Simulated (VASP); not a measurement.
Rh: single point with PBEsol

Rh:

```
Rh
1.0
     2.71265    0.00000    0.00000
    -1.35632    2.34922    0.00000
     0.00000    0.00000    4.39877
Rh
2
Cartesian
  1.3563 0.7831 3.2991
  0.0000 1.5661 1.0997
```

```json
{"Program": "VASP 6.6.1", "Task": "single point", "Functional": "PBEsol", "Potentials or basis": "VASP PAW PBE potentials, release 64 (Rh_pv)", "Cutoff": "520 eV", "k mesh": "12 × 12 × 7", "Occupations": "gaussian, width 0.1 eV", "Spin": "no spin polarisation", "Dipole correction": "no", "Further INCAR settings": "ALGO = Normal; EDIFF = 1e-07; NBANDS = 22"}
```

```
Pressure               : -9.2 GPa
Band gap on the k mesh : zero (band 15 reaches 12.10 eV, above the bottom of band 16 at 9.75 eV)
```

Stress tensor (GPa, compression positive):
```
-9.08  0.00  0.00
 0.00 -9.08  0.00
 0.00  0.00 -9.30
```

Levels at points of the mesh, in eV from the Fermi level:
| k point | band 11 | band 12 | band 13 | band 14 | band 15 | band 16 | band 17 | band 18 | band 19 | band 20 |
| --- | --- | --- | --- | --- | --- | --- | --- | --- | --- | --- |
| (0.00, 0.00, 0.00) | -2.98 | -2.47 | -2.47 | -1.86 | -1.86 | 0.12 | 0.12 | 0.62 | 8.33 | 15.82 |
| (0.50, 0.00, 0.00) | -2.68 | -2.22 | -2.15 | 0.41 | 0.59 | 0.71 | 2.93 | 4.99 | 10.11 | 10.57 |

It took 52 s on 1 thread of Intel Xeon 8259CL, with other jobs on the host, peak memory 0.13 GiB.

Caveat: the PAW data sets were made with another functional, which shifts forces and pressure a little.
